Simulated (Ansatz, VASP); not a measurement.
## One calculation of In, two programs

File INCAR:

```
ALGO     = Fast           # electronic algorithm
EDIFF    = 1E-6           # SCF threshold, eV
ENCUT    = 520            # plane-wave cutoff, eV
GGA      = CA             # functional
ISIF     = 2              # what is computed and relaxed
ISMEAR   = 0              # smearing method
LASPH    = T              # aspherical terms in the spheres
LCHARG   = T              # write CHGCAR
LELF     = T              # ELF
LREAL    = F              # projectors in reciprocal space
LVHAR    = T            
LWAVE    = F              # write WAVECAR
NBANDS   = 12             # bands
NELM     = 60             # most SCF steps
PREC     = Accurate       # precision mode
SIGMA    = 0.15           # smearing width, eV
```

Contents of KPOINTS:

```
k-points
0
Gamma
  22 22 22
```

File POSCAR:

```
In
1.0
   -1.5320820807      1.5320820807      2.4059808893
    1.5320820807     -1.5320820807      2.4059808893
    1.5320820807      1.5320820807     -2.4059808893
In
1
Direct
    0.0000000000      0.0000000000      0.0000000000
```

Input for Ansatz:

```yaml
crystal:
  lattice:
    - [-1.5320820807, 1.5320820807, 2.4059808893]
    - [1.5320820807, -1.5320820807, 2.4059808893]
    - [1.5320820807, 1.5320820807, -2.4059808893]
  atoms:
    - { symbol: In, position: [0.0, 0.0, 0.0] }
basis:
  ecutwfc: 420
kpoints:
  mp_grid: { grid: [22, 22, 22] }
hamiltonian:
  xc: lda
  pseudopotentials: { kind: paw }
scf:
  occupations: { method: gaussian, width: 0.15 }
output:
  forces: true
  stress: true
  eigenvalues: true
  write_density: true
  write_potential: true
  elf: true
  volumetric_format: npy
```

Alike in both runs: task single point; functional LDA; k mesh 22 × 22 × 22; occupations gaussian, width 0.15 eV; no spin polarisation.

|  | VASP | Ansatz |
| --- | --- | --- |
| version | VASP 6.6.1 | Ansatz 0.2.0 |
| potentials or method | VASP PAW LDA potentials, release 64 (In_d), cutoff 520 eV | scalar-relativistic, plane waves, PAW |
| valence electrons in the cell | 13 | 13 |

Ansatz gave:

```
gap on the k mesh at the Fermi level (eV)                     : none
pressure (GPa)                                                : 5.2
traceless stress, the component that is largest in VASP (GPa) : 0.05
```

Task: Estimate VASP's values.

Result: gap on the k mesh at the Fermi level (eV): none; pressure (GPa): 5.2; traceless stress, the component that is largest in VASP (GPa): 0.07.

LDA's correlation is that of Perdew and Zunger in VASP and of Perdew and Wang (1992) in Ansatz. A gap of «none» marks a metal or a gap that the smearing closes.
